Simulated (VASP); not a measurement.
# TiB5 (F-43m) in VASP: notebook

TiB5 is run at these levels: PBE; tasks: single point.

Program: VASP 6.6.1. These are calculated values, not measurements. Logs are shortened: lines on timing, memory, paths and dates and some standing lists are left out, and cuts for length are marked.

## (1) The cell of the first run

It takes space group F-43m (No. 216, cubic). The conventional cell has a = 5.637 Å, b = 5.637 Å, c = 5.637 Å, α = 90.00°, β = 90.00°, γ = 90.00°. Ti (site symmetry -43m) has 16 B at 2.35 to 2.44 Å within 3.1 Å. Within 3.1 Å of B (site symmetry -43m) lie 12 B at 2.33 Å and 4 Ti at 2.44 Å. Within 2.5 Å of B (site symmetry 3m) lie 9 B at 1.89 to 2.33 Å and 3 Ti at 2.35 Å.

## (2) Single point, PBE

The input, INCAR:

```
SYSTEM = TiB5
ALGO = Normal
EDIFF = 1E-7
ENCUT = 520
GGA = PE
ISIF = 2
ISMEAR = 0
LASPH = .True.
LCHARG = .False.
LREAL = .False.
LWAVE = .False.
NBANDS = 22
NELM = 80
PREC = Accurate
SIGMA = 0.1
```

The input, KPOINTS:

```
k-points
0
Gamma
  6 6 6
  0 0 0
```

The input, POSCAR:

```
TiB5
1.0
    0.0000000000      2.8185619891      2.8185619891
    2.8185619891      0.0000000000      2.8185619891
    2.8185619891      2.8185619891      0.0000000000
Ti B
1 5
Direct
    0.0000000000      0.0000000000      0.0000000000
    0.2500000000      0.2500000000      0.2500000000
    0.1448229770      0.6183923410      0.6183923410
    0.6183923410      0.6183923410      0.6183923410
    0.6183923410      0.6183923410      0.1448229770
    0.6183923410      0.1448229770      0.6183923410
```

Potentials or basis: VASP PAW PBE potentials, release 64 (Ti_sv, B).

On the command line:

```console
$ cat potpaw_PBE.64/Ti_sv/POTCAR potpaw_PBE.64/B/POTCAR > POTCAR
$ mpirun -np 1 vasp_std > vasp.out
```

OUTCAR:

```text
SYSTEM = TiB5
   EDIFF = 1E-7
   ENCUT = 520
   GGA = PE
   ISIF = 2
   ISMEAR = 0
   LASPH = .True.
   LREAL = .False.
   NELM = 80
   PREC = Accurate

 ion  position               nearest neighbor table
   1  0.000  0.000  0.000-   3 2.35   5 2.35   6 2.35   4 2.35   4 2.35   4 2.35   3 2.35   6 2.35
                             6 2.35   3 2.35   5 2.35   5 2.35   2 2.44   2 2.44   2 2.44   2 2.44
   2  0.250  0.250  0.250-   1 2.44   1 2.44   1 2.44   1 2.44
   3  0.145  0.618  0.618-   4 1.89   5 1.89   6 1.89   6 2.10   5 2.10   4 2.10   1 2.35   1 2.35
                             1 2.35
   4  0.618  0.618  0.618-   3 1.89   5 1.89   6 1.89   3 2.10   6 2.10   5 2.10   1 2.35   1 2.35
                             1 2.35
   5  0.618  0.618  0.145-   3 1.89   4 1.89   6 1.89   6 2.10   3 2.10   4 2.10   1 2.35   1 2.35
                             1 2.35
   6  0.618  0.145  0.618-   3 1.89   4 1.89   5 1.89   3 2.10   5 2.10   4 2.10   1 2.35   1 2.35
                             1 2.35

  LATTYP: Found a face centered cubic cell.
 ALAT       =     5.6371239782

  Lattice vectors:

 A1 = (   0.0000000000,   2.8185619891,   2.8185619891)
 A2 = (   2.8185619891,   0.0000000000,   2.8185619891)
 A3 = (   2.8185619891,   2.8185619891,   0.0000000000)

Analysis of symmetry for initial positions (statically):
=====================================================================
 Subroutine PRICEL returns:
 Original cell was already a primitive cell.

 Routine SETGRP: Setting up the symmetry group for a
 face centered cubic supercell.

 Subroutine GETGRP returns: Found 24 space group operations
 (whereof 24 operations were pure point group operations)
 out of a pool of 48 trial point group operations.

The static configuration has the point symmetry T_d .

Analysis of symmetry for dynamics (positions and initial velocities):
=====================================================================
 Subroutine PRICEL returns:
 Original cell was already a primitive cell.

 Routine SETGRP: Setting up the symmetry group for a
 face centered cubic supercell.

 Subroutine GETGRP returns: Found 24 space group operations
 (whereof 24 operations were pure point group operations)
 out of a pool of 48 trial point group operations.

The dynamic configuration has the point symmetry T_d .

 Subroutine INISYM returns: Found 24 space group operations
 (whereof 24 operations are pure point group operations),
 and found     1 'primitive' translations

----------------------------------------------------------------------------------------

                                     Primitive cell

  volume of cell :      44.7830

  direct lattice vectors                    reciprocal lattice vectors
     0.000000000  2.818561989  2.818561989    -0.177395424  0.177395424  0.177395424
     2.818561989  0.000000000  2.818561989     0.177395424 -0.177395424  0.177395424
     2.818561989  2.818561989  0.000000000     0.177395424  0.177395424 -0.177395424

  length of vectors
     3.986048591  3.986048591  3.986048591     0.307257888  0.307257888  0.307257888

  position of ions in fractional coordinates (direct lattice)
     0.000000000  0.000000000  0.000000000
     0.250000000  0.250000000  0.250000000
     0.144822977  0.618392341  0.618392341
     0.618392341  0.618392341  0.618392341
     0.618392341  0.618392341  0.144822977
     0.618392341  0.144822977  0.618392341

  ion indices of the primitive-cell ions
   primitive index   ion index
                 1           1
                 2           2
                 3           3
                 4           4
                 5           5
                 6           6

----------------------------------------------------------------------------------------

 KPOINTS: k-points

Automatic generation of k-mesh.
 Grid dimensions read from file:
 generate k-points for:    6    6    6

 Generating k-lattice:

  Cartesian coordinates                     Fractional coordinates (reciprocal lattice)
    -0.029565904  0.029565904  0.029565904     0.166666667  0.000000000  0.000000000
     0.029565904 -0.029565904  0.029565904     0.000000000  0.166666667  0.000000000
     0.029565904  0.029565904 -0.029565904     0.000000000  0.000000000  0.166666667

  Length of vectors
     0.051209648  0.051209648  0.051209648

  Shift w.r.t. Gamma in fractional coordinates (k-lattice)
     0.000000000  0.000000000  0.000000000

 Subroutine IBZKPT returns following result:
 ===========================================

 Found     16 irreducible k-points:

 Following reciprocal coordinates:
            Coordinates               Weight
  0.000000  0.000000  0.000000      1.000000
  0.166667  0.000000  0.000000      8.000000
  0.333333  0.000000  0.000000      8.000000
  0.500000  0.000000  0.000000      4.000000
  0.166667  0.166667  0.000000      6.000000
  0.333333  0.166667  0.000000     24.000000
[... 8 lines left out ...]
 -0.333333  0.333333  0.166667     24.000000
 -0.333333  0.500000  0.166667     12.000000
   k-points           NKPTS =     16   k-points in BZ     NKDIM =     16   number of bands    NBANDS=     22
   number of dos      NEDOS =    301   number of ions     NIONS =      6
   total plane-waves  NPLWV =  27000
   dimension x,y,z NGX =    30 NGY =   30 NGZ =   30
   dimension x,y,z NGXF=    60 NGYF=   60 NGZF=   60
   ions per type =               1   5
   NGX,Y,Z   is equivalent  to a cutoff of  12.51, 12.51, 12.51 a.u.
   NGXF,Y,Z  is equivalent  to a cutoff of  25.02, 25.02, 25.02 a.u.
 SYSTEM =  TiB5
   PREC   = accura    normal or accurate (medium, high low for compatibility)
   ISTART =      0    job   : 0-new  1-cont  2-samecut
   ICHARG =      2    charge: 1-file 2-atom 10-const
   ISPIN  =      1    spin polarized calculation?
   LNONCOLLINEAR =      F non collinear calculations
   LSORBIT =      F    spin-orbit coupling
   LASPH  =      T    aspherical Exc in radial PAW
   ENCUT  =  520.0 eV  38.22 Ry    6.18 a.u.   7.41  7.41  7.41*2*pi/ulx,y,z
   NELM   =     80;   NELMIN=  2; NELMDL= -5     # of ELM steps
   EDIFF  = 0.1E-06   stopping-criterion for ELM
   LREAL  =      F    real-space projection
   EDIFFG = 0.1E-05   stopping-criterion for IOM
   NSW    =      0    number of steps for IOM
   IBRION =     -1    ionic relax: 0-MD 1-quasi-New 2-CG
   NFREE  =      0    steps in history (QN), initial steepest desc. (CG)
   ISIF   =      2    stress and relaxation
   ISYM   =      2    0-nonsym 1-usesym 2-fastsym
   POTIM  = 0.5000    time-step for ionic-motion
   TEBEG  =    0.0;   TEEND  =   0.0 temperature during run
   PSTRESS=    0.0 pullay stress
   NELECT =      27.0000    total number of electrons
   NUPDOWN=      -1.0000    fix difference up-down
   EMIN   =  10.00;   EMAX   =-10.00  energy-range for DOS
   EFERMI =   0.00;   METHOD = LEGACY
   ISMEAR =     0;   SIGMA  =   0.10  broadening in eV -4-tet -1-fermi 0-gaus
   EFERMI_NEDOS =   21; number of points for ismear=-14 and -15
   IALGO  =     38    algorithm
   IMIX   =      4    mixing-type and parameters
     AMIX     =   0.40;   BMIX     =  1.00
     AMIX_MAG =   1.60;   BMIX_MAG =  1.00
  volume/ion in A,a.u.               =       7.46        50.37
  Fermi-wavevector in a.u.,A,eV,Ry     =   1.383009  2.613509 26.024071  1.912715
  Thomas-Fermi vector in A             =   2.507647
   LORBIT       =      0    0 simple, 1 ext, 2 COOP (PROOUT), +10 PAW based schemes
   GGA     = PE    functional components
   LHFCALC =     F    Hartree Fock is set to
   AEXX    =    0.0000 exact exchange contribution
   IVDW    =     0    specifies the selected vdW correction
   LEPSILON=     F    determine dielectric tensor
   LRPA    =     F    only Hartree local field effects (RPA)
 non-spin polarized calculation
 Gauss-broadening in eV      SIGMA  =   0.10
  energy-cutoff  :      520.00
  volume of cell :       44.78
 maximum number of plane-waves:      1243
 NGX is ok and might be reduce to    30
   NGX = 15   NGY = 15   NGZ = 15

 number of electron      27.0000005 magnetization

 Free energy of the ion-electron system (eV)
  ---------------------------------------------------
  ext. energy  EPLUGINS =         0.00000000
  ---------------------------------------------------
  free energy    TOTEN  =       -37.61138878 eV

  energy without entropy =      -37.59910180  energy(sigma->0) =      -37.60524529

 E-fermi :   9.0882     XC(G=0): -12.7833

 val. band max:        9.0683009456   @ k =   0.5000   0.3333   0.0000
 cond. band min:       9.1487824143   @ k =   0.5000   0.3333   0.1667
 fundamental gap:      0.0804814687
 Fermi energy:         9.0882174069

 k-point     1 :       0.0000    0.0000    0.0000
  band No.  band energies     occupation
      1     -46.4198      2.00000
      2     -22.7959      2.00000
      3     -22.7959      2.00000
      4     -22.7959      2.00000
      5      -5.9978      2.00000
      6       1.6353      2.00000
[... 14 lines left out ...]
     21      14.9263      0.00000
     22      15.8045      0.00000

 k-point     2 :       0.1667    0.0000    0.0000
  band No.  band energies     occupation
      1     -46.4191      2.00000
      2     -22.8113      2.00000
      3     -22.7983      2.00000
      4     -22.7983      2.00000
      5      -5.6669      2.00000
      6       0.9086      2.00000
[... 14 lines left out ...]
     21      15.4639      0.00000
     22      16.0169      0.00000

 k-point     3 :       0.3333    0.0000    0.0000
  band No.  band energies     occupation
      1     -46.4176      2.00000
      2     -22.8420      2.00000
      3     -22.8032      2.00000
      4     -22.8032      2.00000
      5      -4.7369      2.00000
      6      -1.0161      2.00000
[... 14 lines left out ...]
     21      15.0558      0.00000
     22      16.5225      0.00000

 k-point     4 :       0.5000    0.0000    0.0000
  band No.  band energies     occupation
      1     -46.4169      2.00000
      2     -22.8572      2.00000
      3     -22.8056      2.00000
      4     -22.8056      2.00000
      5      -3.7559      2.00000
      6      -2.4019      2.00000
[... 14 lines left out ...]
     21      16.0133      0.00000
     22      16.0133      0.00000

 k-point     5 :       0.1667    0.1667    0.0000
  band No.  band energies     occupation
      1     -46.4188      2.00000
      2     -22.8109      2.00000
      3     -22.8019      2.00000
      4     -22.8019      2.00000
      5      -5.5609      2.00000
      6       0.9476      2.00000
[... 14 lines left out ...]
     21      15.6083      0.00000
     22      15.6083      0.00000

 k-point     6 :       0.3333    0.1667    0.0000
  band No.  band energies     occupation
      1     -46.4176      2.00000
      2     -22.8335      2.00000
      3     -22.8074      2.00000
      4     -22.8073      2.00000
      5      -4.8418      2.00000
      6      -0.2904      2.00000
[... 14 lines left out ...]
     21      15.1808      0.00000
     22      16.2918      0.00000

 k-point     7 :       0.5000    0.1667    0.0000
  band No.  band energies     occupation
      1     -46.4166      2.00000
      2     -22.8512      2.00000
      3     -22.8145      2.00000
      4     -22.8091      2.00000
      5      -3.7586      2.00000
      6      -1.9051      2.00000
[... 124 lines left out ...]
      6      -1.4199      2.00000
[... 14 lines left out ...]
     21      15.2710      0.00000
     22      15.4643      0.00000

 k-point    13 :       0.5000    0.5000    0.0000
  band No.  band energies     occupation
      1     -46.4159      2.00000
      2     -22.8542      2.00000
      3     -22.8197      2.00000
      4     -22.8197      2.00000
      5      -3.2597      2.00000
      6      -1.8028      2.00000
[... 14 lines left out ...]
     21      15.3458      0.00000
     22      15.3458      0.00000

 k-point    14 :       0.5000    0.3333    0.1667
  band No.  band energies     occupation
      1     -46.4166      2.00000
      2     -22.8420      2.00000
      3     -22.8218      2.00000
      4     -22.8108      2.00000
      5      -4.0300      2.00000
      6      -0.8903      2.00000
[... 14 lines left out ...]
     21      15.5116      0.00000
     22      16.0860      0.00000

 k-point    15 :      -0.3333    0.3333    0.1667
  band No.  band energies     occupation
      1     -46.4162      2.00000
      2     -22.8441      2.00000
      3     -22.8292      2.00000
      4     -22.8145      2.00000
      5      -3.2914      2.00000
      6      -1.6347      2.00000
[... 14 lines left out ...]
     21      15.3101      0.00000
     22      15.8761      0.00000

 k-point    16 :      -0.3333    0.5000    0.1667
  band No.  band energies     occupation
      1     -46.4159      2.00000
      2     -22.8456      2.00000
      3     -22.8284      2.00000
      4     -22.8200      2.00000
      5      -3.0981      2.00000
      6      -1.5580      2.00000
[... 14 lines left out ...]
     21      15.8303      0.00000
     22      16.4352      0.00000

------------------------ aborting loop because EDIFF is reached ----------------------------------------

  FORCE on cell =-STRESS in cart. coord.  units (eV):
  Direction    XX          YY          ZZ          XY          YZ          ZX
  --------------------------------------------------------------------------------------
  -------------------------------------------------------------------------------------
  Total       -0.0408675     -0.0408675     -0.0408675     -0.0000000     -0.0000000      0.0000000
  in kB       -1.4620965     -1.4620965     -1.4620965     -0.0000000     -0.0000000      0.0000000
  external PRESSURE =      -1.4620965 kB  Pullay stress =       0.0000000 kB

 VOLUME and BASIS-vectors are now :
 -----------------------------------------------------------------------------
  energy-cutoff  :      520.00
  volume of cell :       44.78
      direct lattice vectors                 reciprocal lattice vectors
     0.000000000  2.818561989  2.818561989    -0.177395424  0.177395424  0.177395424
     2.818561989  0.000000000  2.818561989     0.177395424 -0.177395424  0.177395424
     2.818561989  2.818561989  0.000000000     0.177395424  0.177395424 -0.177395424

 POSITION                                       TOTAL-FORCE (eV/Angst)
 -----------------------------------------------------------------------------------
      0.00000      0.00000      0.00000         0.000000     -0.000000     -0.000000
      1.40928      1.40928      1.40928         0.000000     -0.000000     -0.000000
      3.48595      2.15117      2.15117         0.001883     -0.001883     -0.001883
      3.48595      3.48595      3.48595         0.001883      0.001883      0.001883
      2.15117      2.15117      3.48595        -0.001883     -0.001883      0.001883
      2.15117      3.48595      2.15117        -0.001883      0.001883     -0.001883
 -----------------------------------------------------------------------------------
    total drift:                                0.000000      0.000000      0.000000

  FREE ENERGIE OF THE ION-ELECTRON SYSTEM (eV)
  ---------------------------------------------------
  free  energy   TOTEN  =       -37.6113887784 eV

  energy  without entropy=      -37.5991018022  energy(sigma->0) =      -37.60524529
```

It took 29 s on 1 thread of Intel Xeon Platinum 8488C (Sapphire Rapids), shared host; peak memory 0.17 GiB.

What came out:

```
Free energy   : -37.6114 eV
Pressure      : -0.1 GPa
Largest force : 0.003 eV/Å
```

Forces in eV/Å, atoms in the order of the input:
```
Ti   0.000  0.000  0.000
B    0.000  0.000  0.000
B    0.002 -0.002 -0.002
B    0.002  0.002  0.002
B   -0.002 -0.002  0.002
B   -0.002  0.002 -0.002
```

## (3) Single point, PBE

This run uses another cell than the first one, of 8.29 Å³/atom, 1.111 times its volume.

The input, INCAR:

```
  PREC = Accurate
  ENCUT = 520
  EDIFF = 1E-6
  ISMEAR = 0
  SIGMA = 0.1
  LREAL = False
  LASPH = True
  NELM = 100
  ALGO = Normal
  ISIF = 2
  LWAVE = False
  LCHARG = False
  GGA = PE
  NBANDS = 22
```

The input, KPOINTS:

```
Automatic mesh
0
Gamma
  6 6 6
```

The input, POSCAR:

```
TiB5
1.0
    0.0000000000      2.9191748100      2.9191748100
    2.9191748100      0.0000000000      2.9191748100
    2.9191748100      2.9191748100      0.0000000000
Ti B
1 5
Direct
    0.0000000000      0.0000000000      0.0000000000
    0.2500000000      0.2500000000      0.2500000000
    0.1277616000      0.6240794700      0.6240794700
    0.6240794700      0.6240794700      0.6240794700
    0.6240794700      0.6240794700      0.1277616000
    0.6240794700      0.1277616000      0.6240794700
```

Potentials or basis: VASP PAW PBE potentials, release 64 (Ti_sv, B).

On the command line:

```console
$ cat potpaw_PBE.64/Ti_sv/POTCAR potpaw_PBE.64/B/POTCAR > POTCAR
$ mpirun -np 1 vasp_std > vasp.out
```

It took 18 s on 1 thread of Intel Xeon Platinum 8488C (Sapphire Rapids), shared host; peak memory 0.17 GiB.

Results (log left out):

```
Free energy   : -37.1839 eV
Pressure      : -20.7 GPa
Largest force : 0.486 eV/Å
```

Forces in eV/Å, atoms in the order of the input:
```
Ti   0.000  0.000  0.000
B    0.000  0.000  0.000
B   -0.280  0.280  0.280
B   -0.280 -0.280 -0.280
B    0.280  0.280 -0.280
B    0.280 -0.280  0.280
```

Levels at points of the mesh, in eV from the Fermi level:
```tsv
k point	band 11	band 12	band 13	band 14	band 15	band 16	band 17	band 18
(0.00, 0.00, 0.00)	-2.64	-2.21	-1.81	-1.81	-1.81	2.64	2.64	2.64
(0.50, 0.00, 0.00)	-3.39	-1.61	-0.32	-0.32	2.34	3.69	3.90	3.90
(0.50, 0.50, 0.00)	-0.38	0.38	0.38	1.39	1.95	2.90	3.87	3.87
```
